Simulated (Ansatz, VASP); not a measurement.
Zr2HS4: VASP beside Ansatz

```
CELL_PARAMETERS angstrom
7.29768 0.00000 0.00000
-3.64884 6.31997 0.00000
0.00000 0.00000 20.91715
ATOMIC_POSITIONS crystal
S 0.33333 0.16667 0.19123
S 0.33333 0.66667 0.19123
S 0.83333 0.16667 0.19123
S 0.83333 0.66667 0.19123
S 0.16667 0.33333 0.33069
S 0.16667 0.83333 0.33069
S 0.66667 0.33333 0.33069
S 0.66667 0.83333 0.33069
Zr 0.00000 0.00000 0.26096
Zr 0.00000 0.50000 0.26096
Zr 0.50000 0.00000 0.26096
Zr 0.50000 0.50000 0.26096
H 0.27420 0.72580 0.39810
H 0.39247 0.60753 0.39810
```

Alike in both runs: task single point; functional PBE; dispersion D3(BJ); k mesh 6 × 6 × 1; occupations gaussian, width 0.05 eV; no spin polarisation.

|  | VASP | Ansatz |
| --- | --- | --- |
| version | VASP 6.6.1 | Ansatz 0.2.0 |
| potentials or method | VASP PAW PBE potentials, release 64 (S, Zr_sv, H), cutoff 400 eV | scalar-relativistic, plane waves, PAW |
| valence electrons in the cell | 98 | 98 |

Ansatz gave:

| Quantity | Value |
| --- | --- |
| gap on the k mesh at the Fermi level (eV) | 0.67 |
| least direct gap on the mesh (eV) | 0.67 |
| rms of the force components (eV/Å) | 0.626 |

**Question.** Estimate VASP's values.

**Answer.** gap on the k mesh at the Fermi level (eV): 0.66; least direct gap on the mesh (eV): 0.66; rms of the force components (eV/Å): 0.626.
